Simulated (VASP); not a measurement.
A run of VASP 6.6.1:

The input INCAR:

```
SYSTEM = SiO2
  PREC = Accurate
  ENCUT = 520
  EDIFF = 1E-6
  ISMEAR = -1
  SIGMA = 0.02
  LREAL = .FALSE.
  LASPH = .TRUE.
  NELM = 60
  ALGO = Normal
  ISIF = 2
  LWAVE = .FALSE.
  LCHARG = .FALSE.
  GGA = PE
  IBRION = 2
  NSW = 80
  EDIFFG = -0.02
```

File KPOINTS:

```
regular mesh
0
G
  7 7 11
  0 0 0
```

POSCAR

```
SiO2
1.0
    4.1387347279      0.0000000000      0.0000000000
    0.0000000000      4.1387347279      0.0000000000
    0.0000000000      0.0000000000      2.6466169108
Si O
2 4
Direct
    0.0000000000      0.0000000000      0.0000000000
    0.5000000000      0.5000000000      0.5000000000
    0.3052551835      0.3052551835      0.0000000000
    0.1947448165      0.8052551835      0.5000000000
    0.6947448165      0.6947448165      0.0000000000
    0.8052551835      0.1947448165      0.5000000000
```

Potentials or basis: VASP PAW PBE potentials, release 64 (Si, O).

Run with:

```sh
$ cat potpaw_PBE.64/Si/POTCAR potpaw_PBE.64/O/POTCAR > POTCAR
$ mpirun -np 1 vasp_std > vasp.out
```

Hardware: 1 thread of AMD EPYC 7R43 64-Core Processor (Zen 3) (shared host).

**Question.** How long does it take, and how much memory?

**Answer.** It took 100 s on 1 thread of AMD EPYC 7R43 64-Core Processor (Zen 3) (shared host), peak memory 0.14 GiB. Counts: scf iterations 25, k points 60, ion steps 3.
